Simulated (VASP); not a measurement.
Here is a VASP 6.6.1 calculation.

The input INCAR:

```
SYSTEM = WSe2
  PREC = Accurate
  ENCUT = 520
  EDIFF = 1E-7
  ISMEAR = 0
  SIGMA = 0.05
  LREAL = .FALSE.
  LASPH = .TRUE.
  NELM = 60
  ALGO = Normal
  ISIF = 2
  LWAVE = .FALSE.
  LCHARG = .FALSE.
  GGA = PE
  IVDW = 12
  NBANDS = 35
```

The input KPOINTS:

```
Automatic mesh
0
G
  12 12 2
  0 0 0
```

File POSCAR:

```
WSe2
1.0
    3.2790275604      0.0000000000      0.0000000000
   -1.6395137802      2.8397211670      0.0000000000
    0.0000000000      0.0000000000     12.7886113462
W Se
2 4
Direct
    0.3041917037      0.6453335132      0.2500000000
    0.6666602872      0.3333286632      0.7500000000
    0.3332459753      0.6666027162      0.6182912225
    0.7006814790      0.3582339042      0.1182912225
    0.3332459753      0.6666027162      0.8817087775
    0.7006814790      0.3582339042      0.3817087775
```

Potentials or basis: VASP PAW PBE potentials, release 64 (W_sv, Se).

Run with:

```console
$ cat potpaw_PBE.64/W_sv/POTCAR potpaw_PBE.64/Se/POTCAR > POTCAR
$ mpirun -np 1 vasp_std > vasp.out
```

(1) Estimate the band gap on the k mesh.

(2) What does it give for the pressure?

(3) What does it give for the dispersion energy per atom?

Answers

(1) 0.86 eV (least direct gap 1.53 eV).

(2) 1.3 GPa.

(3) -0.475 eV.

Caveat: spin-orbit coupling is left out, which moves the levels of the heavy elements; forces of over 1 eV/Å act on the atoms, so gaps and moduli don't describe the material at rest.
